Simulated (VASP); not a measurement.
Here is a VASP 6.6.1 calculation.

INCAR

```
PREC = Accurate
ENCUT = 520
EDIFF = 1E-6
ISMEAR = 0
SIGMA = 0.15
LREAL = F
LASPH = T
NELM = 80
ALGO = Fast
ISIF = 2
LWAVE = F
LCHARG = T
GGA = PE
IVDW = 12
LELF = T
LVHAR = T
NBANDS = 8
```

KPOINTS

```
Automatic mesh
0
Gamma
  18 18 18
```

The input POSCAR:

```
Li
1.0
    0.0000000000      2.3946750000      2.2020000000
    2.2020000000      0.0000000000      2.2020000000
    2.2020000000      2.3946750000      0.0000000000
Li
1
Direct
    0.0000000000      0.0000000000      0.0000000000
```

Potentials or basis: VASP PAW PBE potentials, release 64 (Li_sv).

Launch:

```sh
$ cat potpaw_PBE.64/Li_sv/POTCAR > POTCAR
$ mpirun -np 1 vasp_std > vasp.out
```

(1) Estimate the dispersion energy per atom.

Results:

(1) -0.148 eV.

Caveat: the cell differs from its parent crystal (strain +0.0875 x Voigt [0, 1, 0, 0, 0, 0]).
